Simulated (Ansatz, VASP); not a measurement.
Mg5TlO4 in VASP and in Ansatz

Contents of INCAR:

```
SYSTEM = Mg5TlO4
ALGO     = Normal         ! electronic algorithm
EDIFF    = 1E-6           ! SCF threshold, eV
ENCUT    = 520            ! plane-wave cutoff, eV
GGA      = PE             ! functional
ISIF     = 2              ! what is computed and relaxed
ISMEAR   = 0              ! smearing method
LASPH    = .True.         ! aspherical terms in the spheres
LCHARG   = .True.         ! write CHGCAR
LELF     = .True.         ! ELF
LREAL    = .False.        ! projectors in reciprocal space
LVHAR    = .True.       
LWAVE    = .False.        ! write WAVECAR
NBANDS   = 34             ! bands
NELM     = 80             ! most SCF steps
PREC     = Accurate       ! precision mode
SIGMA    = 0.1            ! smearing width, eV
```

Contents of KPOINTS:

```
k-points
0
Gamma
  6 6 1
  0 0 0
```

POSCAR

```
Mg5TlO4
1.0
    3.3053653100      0.0000000000      0.0000000000
    0.0000000000      3.3053653100      0.0000000000
    0.0000000000      0.0000000000     16.5901625800
Mg Tl O
5 1 4
Direct
    0.5000000000      0.5000000000      0.1016230000
    0.5000000000      0.5000000000      0.3002359900
    0.5000000000      0.5000000000      0.5000000000
    0.5000000000      0.5000000000      0.6997640100
    0.5000000000      0.5000000000      0.8983770000
    0.0000000000      0.0000000000      0.0000000000
    0.0000000000      0.0000000000      0.1999610100
    0.0000000000      0.0000000000      0.4003480100
    0.0000000000      0.0000000000      0.5996519900
    0.0000000000      0.0000000000      0.8000389900
```

Input for Ansatz:

```yaml
crystal:
  lattice:
    - [3.30536531, 0.0, 0.0]
    - [0.0, 3.30536531, 0.0]
    - [0.0, 0.0, 16.59016258]
  atoms:
    - { symbol: Mg, position: [0.5, 0.5, 0.101623] }
    - { symbol: Mg, position: [0.5, 0.5, 0.30023599] }
    - { symbol: Mg, position: [0.5, 0.5, 0.5] }
    - { symbol: Mg, position: [0.5, 0.5, 0.69976401] }
    - { symbol: Mg, position: [0.5, 0.5, 0.898377] }
    - { symbol: Tl, position: [0.0, 0.0, 0.0] }
    - { symbol: O, position: [0.0, 0.0, 0.19996101] }
    - { symbol: O, position: [0.0, 0.0, 0.40034801] }
    - { symbol: O, position: [0.0, 0.0, 0.59965199] }
    - { symbol: O, position: [0.0, 0.0, 0.80003899] }
basis:
  ecutwfc: 420
kpoints:
  mp_grid: { grid: [6, 6, 1] }
hamiltonian:
  xc: pbe
scf:
  occupations: { method: gaussian, width: 0.1 }
  lower_state_search: "off"
output:
  forces: true
  stress: true
  eigenvalues: true
```

Change from the starting cell: species swapped into the CeY4Zn5 type (P4/mmm, No. 123).

Alike in both runs: task single point; functional PBE; k mesh 6 × 6 × 1; occupations gaussian, width 0.1 eV; no spin polarisation.

|  | VASP | Ansatz |
| --- | --- | --- |
| version | VASP 6.6.1 | Ansatz 0.2.0 |
| potentials or method | VASP PAW PBE potentials, release 64 (Mg, Tl_d, O), cutoff 520 eV | scalar-relativistic, plane waves, PAW |
| valence electrons in the cell | 47 | 87 |

Ansatz gave:

| Item | Value |
| --- | --- |
| gap on the k mesh at the Fermi level (eV) | none |
| pressure (GPa) | -14.7 |
| traceless stress, the component that is largest in VASP (GPa) | -0.08 |
| rms of the force components (eV/Å) | 0.756 |

Task: Which values does VASP return?

Result: gap on the k mesh at the Fermi level (eV): none; pressure (GPa): -14.9; traceless stress, the component that is largest in VASP (GPa): -0.09; rms of the force components (eV/Å): 0.754.

Atom by atom the forces differ by 0.002 eV/Å (rms over components). A gap of «none» marks a metal or a gap that the smearing closes. The functional is the same, so the differences come from potentials, cutoffs and numerics. VASP's potentials hold 47 valence electrons a cell and Ansatz's 87, so a difference there can come from the potentials and not from the codes.

The k mesh is coarse, so the values compare programs but aren't converged. Spin-orbit coupling is off throughout.
